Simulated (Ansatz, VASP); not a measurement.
InP: VASP beside Ansatz

```
In P
1.0
     2.93050    2.93050    0.00000
    -2.93050    2.93050    0.00000
     0.00000    2.93050    2.93050
In P
1 1
Direct
  0.00000 0.00000 0.00000
  0.75000 0.25000 0.50000
```

Alike in both runs: task relaxation of cell and atoms; functional LDA; k mesh 12 × 12 × 12; occupations fermi-dirac, width 0.1 eV; no spin polarisation.

```csv
,VASP,Ansatz
version,VASP 6.6.1,Ansatz 0.2.0
potentials or method,"VASP PAW LDA potentials, release 64 (In_d, P)","PAW with Ansatz's default frozen-core files, scalar-relativistic"
plane-wave cutoff (eV),600,420
valence electrons in the cell,18,18
```

|  | VASP | Ansatz | Ansatz less VASP |
| --- | --- | --- | --- |
| relaxed volume (Å³/atom) | 24.76 | 24.74 | -0.023 |
| relaxed cell length with the largest relative difference (Å) | 4.122 | 4.121 | -0.0013 |

LDA's correlation is that of Perdew and Zunger in VASP and of Perdew and Wang (1992) in Ansatz.
